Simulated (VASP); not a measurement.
# Ta2C (P-3m1) in VASP: single point with HSE06+D3(BJ)

Aim: the single point of Ta2C with HSE06+D3(BJ).

Everything below comes from runs of VASP 6.6.1. Logs are shortened: lines on timing, memory, paths and dates and some standing lists are left out, and cuts for length are marked.

## 1. The cell of the first run

It takes space group P-3m1 (No. 164, trigonal). The conventional cell has a = 3.106 Å, b = 3.106 Å, c = 4.946 Å, α = 90.00°, β = 90.00°, γ = 120.00°. Ta (site symmetry 3m) has 3 C at 2.18 Å within 2.9 Å. C (site symmetry -3m) has 6 Ta at 2.18 Å within 2.9 Å.

## 2. Single point, HSE06+D3(BJ)

POSCAR

```
Ta2C
1.0
    3.1059000000      0.0000000000      0.0000000000
   -1.5529500000      2.6897883016      0.0000000000
    0.0000000000      0.0000000000      4.9464000000
Ta C
2 1
Direct
    0.6666666667      0.3333333333      0.7479900000
    0.3333333333      0.6666666667      0.2520100000
    0.0000000000      0.0000000000      0.0000000000
```

INCAR.step1

```
  PREC = Accurate
  ENCUT = 520
  EDIFF = 1E-5
  ISMEAR = -1
  SIGMA = 0.05
  LREAL = False
  LASPH = True
  NELM = 100
  ALGO = Normal
  ISIF = 2
  LWAVE = True
  LCHARG = False
  GGA = PE
  NBANDS = 20
```

INCAR.step2

```
  PREC = Accurate
  ENCUT = 520
  EDIFF = 1E-7
  ISMEAR = -1
  SIGMA = 0.05
  LREAL = False
  LASPH = True
  NELM = 100
  ALGO = Normal
  ISIF = 2
  LWAVE = False
  LCHARG = False
  GGA = PE
  LHFCALC = True
  HFSCREEN = 0.2079
  PRECFOCK = Normal
  IVDW = 12
  VDW_S6 = 1.0
  VDW_S8 = 2.31
  VDW_A1 = 0.383
  VDW_A2 = 5.685
  ISTART = 1
  NBANDS = 20
```

KPOINTS

```
Automatic mesh
0
Gamma
  5 5 3
```

Potentials or basis: VASP PAW PBE potentials, release 64 (Ta_pv, C).

Launch:

```bash
$ cat potpaw_PBE.64/Ta_pv/POTCAR potpaw_PBE.64/C/POTCAR > POTCAR
$ cp INCAR.step1 INCAR
$ mpirun -np 1 vasp_std > vasp.out
$ cp INCAR.step2 INCAR
$ mpirun -np 1 vasp_std > vasp.out
```

OUTCAR:

```text
PREC = Accurate
   ENCUT = 520
   EDIFF = 1E-7
   ISMEAR = -1
   LREAL = False
   LASPH = True
   NELM = 100
   ISIF = 2
   GGA = PE
   LHFCALC = True
   HFSCREEN = 0.2079
   PRECFOCK = Normal
   IVDW = 12
   ISTART = 1
 IVDW          = 12

 ion  position               nearest neighbor table
   1  0.667  0.333  0.748-   3 2.18   3 2.18   3 2.18   2 3.04   2 3.04   2 3.04   2 3.07   2 3.07
                             2 3.07
   2  0.333  0.667  0.252-   3 2.18   3 2.18   3 2.18   1 3.04   1 3.04   1 3.04   1 3.07   1 3.07
                             1 3.07
   3  0.000  0.000  0.000-   1 2.18   2 2.18   2 2.18   1 2.18   1 2.18   2 2.18

  LATTYP: Found a hexagonal cell.
 ALAT       =     3.1059000000
 C/A-ratio  =     1.5925818603

  Lattice vectors:

 A1 = (   3.1059000000,   0.0000000000,   0.0000000000)
 A2 = (  -1.5529500000,   2.6897883016,   0.0000000000)
 A3 = (   0.0000000000,   0.0000000000,   4.9464000000)

Analysis of symmetry for initial positions (statically):
=====================================================================
 Subroutine PRICEL returns:
 Original cell was already a primitive cell.

 Routine SETGRP: Setting up the symmetry group for a
 hexagonal supercell.

 Subroutine GETGRP returns: Found 12 space group operations
 (whereof 12 operations were pure point group operations)
 out of a pool of 24 trial point group operations.

The static configuration has the point symmetry D_3d.

Analysis of symmetry for dynamics (positions and initial velocities):
=====================================================================
 Subroutine PRICEL returns:
 Original cell was already a primitive cell.

 Routine SETGRP: Setting up the symmetry group for a
 hexagonal supercell.

 Subroutine GETGRP returns: Found 12 space group operations
 (whereof 12 operations were pure point group operations)
 out of a pool of 24 trial point group operations.

The dynamic configuration has the point symmetry D_3d.

 Subroutine INISYM returns: Found 12 space group operations
 (whereof 12 operations are pure point group operations),
 and found     1 'primitive' translations

----------------------------------------------------------------------------------------

                                     Primitive cell

  volume of cell :      41.3233

  direct lattice vectors                    reciprocal lattice vectors
     3.105900000  0.000000000  0.000000000     0.321967868  0.185888235  0.000000000
    -1.552950000  2.689788302  0.000000000     0.000000000  0.371776470  0.000000000
     0.000000000  0.000000000  4.946400000     0.000000000  0.000000000  0.202167233

  length of vectors
     3.105900000  3.105900000  4.946400000     0.371776470  0.371776470  0.202167233

  position of ions in fractional coordinates (direct lattice)
     0.666666667  0.333333333  0.747990000
     0.333333333  0.666666667  0.252010000
     0.000000000  0.000000000  0.000000000

  ion indices of the primitive-cell ions
   primitive index   ion index
                 1           1
                 2           2
                 3           3

----------------------------------------------------------------------------------------

 KPOINTS: Automatic mesh

Automatic generation of k-mesh.
 Grid dimensions read from file:
 generate k-points for:    5    5    3

 Generating k-lattice:

  Cartesian coordinates                     Fractional coordinates (reciprocal lattice)
     0.064393574  0.037177647  0.000000000     0.200000000  0.000000000  0.000000000
     0.000000000  0.074355294  0.000000000     0.000000000  0.200000000  0.000000000
     0.000000000  0.000000000  0.067389078     0.000000000  0.000000000  0.333333333

  Length of vectors
     0.074355294  0.074355294  0.067389078

  Shift w.r.t. Gamma in fractional coordinates (k-lattice)
     0.000000000  0.000000000  0.000000000

 Subroutine IBZKPT returns following result:
 ===========================================

 Found     12 irreducible k-points:

 Following reciprocal coordinates:
            Coordinates               Weight
  0.000000  0.000000  0.000000      1.000000
  0.200000 -0.000000  0.000000      6.000000
  0.400000  0.000000  0.000000      6.000000
  0.200000  0.200000  0.000000      6.000000
  0.400000  0.200000  0.000000      6.000000
  0.000000  0.000000  0.333333      2.000000
  0.200000 -0.000000  0.333333      6.000000
  0.000000  0.200000  0.333333      6.000000
  0.400000  0.000000  0.333333      6.000000
  0.000000  0.400000  0.333333      6.000000
  0.200000  0.200000  0.333333     12.000000
  0.400000  0.200000  0.333333     12.000000
   k-points           NKPTS =     12   k-points in BZ     NKDIM =     75   number of bands    NBANDS=     20
   number of dos      NEDOS =    301   number of ions     NIONS =      3
   total plane-waves  NPLWV =  23040
   dimension x,y,z NGX =    24 NGY =   24 NGZ =   40
   dimension x,y,z NGXF=    48 NGYF=   48 NGZF=   80
   ions per type =               2   1
   NGX,Y,Z   is equivalent  to a cutoff of  12.85, 12.85, 13.44 a.u.
   NGXF,Y,Z  is equivalent  to a cutoff of  25.69, 25.69, 26.89 a.u.
 SYSTEM =  unknown system
   PREC   = accura    normal or accurate (medium, high low for compatibility)
   ISTART =      1    job   : 0-new  1-cont  2-samecut
   ICHARG =      0    charge: 1-file 2-atom 10-const
   ISPIN  =      1    spin polarized calculation?
   LNONCOLLINEAR =      F non collinear calculations
   LSORBIT =      F    spin-orbit coupling
   LASPH  =      T    aspherical Exc in radial PAW
   ENCUT  =  520.0 eV  38.22 Ry    6.18 a.u.   5.77  5.77  9.20*2*pi/ulx,y,z
   NELM   =    100;   NELMIN=  2; NELMDL=  0     # of ELM steps
   EDIFF  = 0.1E-06   stopping-criterion for ELM
   LREAL  =      F    real-space projection
   EDIFFG = 0.1E-05   stopping-criterion for IOM
   NSW    =      0    number of steps for IOM
   IBRION =     -1    ionic relax: 0-MD 1-quasi-New 2-CG
   NFREE  =      0    steps in history (QN), initial steepest desc. (CG)
   ISIF   =      2    stress and relaxation
   ISYM   =      3    0-nonsym 1-usesym 2-fastsym
   POTIM  = 0.5000    time-step for ionic-motion
   TEBEG  =    0.0;   TEEND  =   0.0 temperature during run
   PSTRESS=    0.0 pullay stress
   NELECT =      26.0000    total number of electrons
   NUPDOWN=      -1.0000    fix difference up-down
   EMIN   =  10.00;   EMAX   =-10.00  energy-range for DOS
   EFERMI =   0.00;   METHOD = LEGACY
   ISMEAR =    -1;   SIGMA  =   0.05  broadening in eV -4-tet -1-fermi 0-gaus
   EFERMI_NEDOS =   21; number of points for ismear=-14 and -15
   IALGO  =     38    algorithm
   IMIX   =      1    mixing-type and parameters
     AMIX     =   0.40;   BMIX     =  1.00
     AMIX_MAG =   1.60;   BMIX_MAG =  1.00
  volume/ion in A,a.u.               =      13.77        92.95
  Fermi-wavevector in a.u.,A,eV,Ry     =   1.402817  2.650940 26.774843  1.967895
  Thomas-Fermi vector in A             =   2.525541
   LORBIT       =      0    0 simple, 1 ext, 2 COOP (PROOUT), +10 PAW based schemes
   GGA     = PE    functional components
   LHFCALC =     T    Hartree Fock is set to
   PRECFOCK=normal    Normal, Fast or Accurate (Low or Medium for compatibility)
   ENCUT4O =  -1.0   cutoff for four orbital integrals eV
   NKREDX  =     1    reduce k-point grid by
   NKREDY  =     1    reduce k-point grid by
   NKREDZ  =     1    reduce k-point grid by
   AEXX    =    0.2500 exact exchange contribution
   HFSCREEN=    0.2079 screening length (either q_TF or 0.3 A-1)
   HFSCREENC=   0.2079 screening length for correlation (either q_TF or 0.3 A-1)
   ENCUTFOCK=  -1.0 apply spherical cutoff to Coloumb kernel
   IVDW    =    12    specifies the selected vdW correction
   LEPSILON=     F    determine dielectric tensor
   LRPA    =     F    only Hartree local field effects (RPA)
 non-spin polarized calculation
  energy-cutoff  :      520.00
  volume of cell :       41.32
 maximum number of plane-waves:      1118
 NGX is ok and might be reduce to    24
  NGX = 18; NGY = 18; NGZ = 28

 number of electron      26.0000001 magnetization

 Free energy of the ion-electron system (eV)
  ---------------------------------------------------
  ext. energy  EPLUGINS =         0.00000000
  ---------------------------------------------------
  free energy    TOTEN  =       -39.90549625 eV

  energy without entropy =      -39.90233774  energy(sigma->0) =      -39.90391700

 E-fermi :   6.6152     XC(G=0): -10.4294

 val. band max:        6.5967440368   @ k =   0.0000   0.0000   0.0000
 cond. band min:       7.0800273224   @ k =   0.2000   0.2000   0.3333
 fundamental gap:      0.4832832856
 Fermi energy:         6.6152139490

 k-point     1 :       0.0000    0.0000    0.0000
  band No.  band energies     occupation
      1     -31.0164      2.00000
      2     -30.2097      2.00000
      3     -30.2097      2.00000
      4     -30.0955      2.00000
      5     -30.0955      2.00000
      6     -30.0163      2.00000
[... 12 lines left out ...]
     19       9.7273      0.00000
     20      14.5687      0.00000

 k-point     2 :       0.2000   -0.0000    0.0000
  band No.  band energies     occupation
      1     -30.8959      2.00000
      2     -30.4604      2.00000
      3     -30.3264      2.00000
      4     -30.2919      2.00000
      5     -30.1182      2.00000
      6     -30.0605      2.00000
[... 12 lines left out ...]
     19      12.6684      0.00000
     20      14.5383      0.00000

 k-point     3 :       0.4000    0.0000    0.0000
  band No.  band energies     occupation
      1     -30.8599      2.00000
      2     -30.6807      2.00000
      3     -30.6261      2.00000
      4     -30.4076      2.00000
      5     -30.1966      2.00000
      6     -30.1688      2.00000
[... 12 lines left out ...]
     19      13.4879      0.00000
     20      13.5182      0.00000

 k-point     4 :       0.2000    0.2000    0.0000
  band No.  band energies     occupation
      1     -30.7228      2.00000
      2     -30.6583      2.00000
      3     -30.6362      2.00000
      4     -30.3722      2.00000
      5     -30.2550      2.00000
      6     -30.1559      2.00000
[... 153 lines left out ...]
 k-point    11 :       0.2000    0.2000    0.3333
  band No.  band energies     occupation
      1     -30.8205      2.00000
      2     -30.7304      2.00000
      3     -30.4207      2.00000
      4     -30.3975      2.00000
      5     -30.2783      2.00000
      6     -30.1509      2.00000
[... 12 lines left out ...]
     19      12.9269      0.00000
     20      14.7079      0.00000

 k-point    12 :       0.4000    0.2000    0.3333
  band No.  band energies     occupation
      1     -30.8975      2.00000
      2     -30.8145      2.00000
      3     -30.5796      2.00000
      4     -30.4434      2.00000
      5     -30.2647      2.00000
      6     -30.1818      2.00000
[... 12 lines left out ...]
     19      13.6890      0.00000
     20      14.4933      0.00000

------------------------ aborting loop because EDIFF is reached ----------------------------------------

 Edisp (eV)   -2.22106

 E8    (eV) :    -1.5923

  FORCE on cell =-STRESS in cart. coord.  units (eV):
  Direction    XX          YY          ZZ          XY          YZ          ZX
  --------------------------------------------------------------------------------------
  -------------------------------------------------------------------------------------
  Total      -2.72982    -2.72982    -2.87525    -0.00000    -0.00000     0.00000
  in kB    -105.84006  -105.84006  -111.47875    -0.00000    -0.00000     0.00000
  external pressure =     -107.72 kB  Pullay stress =        0.00 kB

 VOLUME and BASIS-vectors are now :
 -----------------------------------------------------------------------------
  energy-cutoff  :      520.00
  volume of cell :       41.32
      direct lattice vectors                 reciprocal lattice vectors
     3.105900000  0.000000000  0.000000000     0.321967868  0.185888235  0.000000000
    -1.552950000  2.689788302  0.000000000     0.000000000  0.371776470  0.000000000
     0.000000000  0.000000000  4.946400000     0.000000000  0.000000000  0.202167233

 POSITION                                       TOTAL-FORCE (eV/Angst)
 -----------------------------------------------------------------------------------
      1.55295      0.89660      3.69986        -0.000000     -0.000000     -0.313079
     -0.00000      1.79319      1.24654         0.000000      0.000000      0.313079
      0.00000      0.00000      0.00000         0.000000      0.000000      0.000000
 -----------------------------------------------------------------------------------
    total drift:                               -0.000000      0.000000     -0.000000

  FREE ENERGIE OF THE ION-ELECTRON SYSTEM (eV)
  ---------------------------------------------------
  free  energy   TOTEN  =       -42.1265611570 eV

  energy  without entropy=      -42.1234026511  energy(sigma->0) =      -42.12498190
```

Wall time 35 min (1 thread of Intel Xeon Platinum 8259CL at 2.50GHz (Skylake/Cascade Lake), shared host); peak memory 0.27 GiB.

What came out:

```yaml
Free_energy: -42.1266 eV
Pressure: -10.8 GPa
Largest_force: 0.313 eV/Å
Band_gap_on_the_k_mesh: zero (bands 13 and 14 overlap by 0.70 eV)
Dispersion_energy_per_atom: -0.740 eV
```

Forces in eV/Å, atoms in the order of the input:
```
Ta   0.000  0.000 -0.313
Ta   0.000  0.000  0.313
C    0.000  0.000  0.000
```

Stress tensor (GPa, compression positive):
```
-10.58   0.00   0.00
  0.00 -10.58   0.00
  0.00   0.00 -11.15
```

Levels at points of the mesh, in eV from the Fermi level:
| k point | band 11 | band 12 | band 13 | band 14 | band 15 | band 16 |
| --- | --- | --- | --- | --- | --- | --- |
| (0.00, 0.00, 0.00) | -3.96 | -0.02 | 0.62 | 0.62 | 1.33 | 1.33 |

Caveat: the k points lie up to 0.47 Å⁻¹ apart, too coarse for converged energies and pressures of a metal; three body term missing; the PAW data sets were made with another functional, which shifts forces and pressure a little; spin-orbit coupling is left out, which moves the levels of the heavy elements.
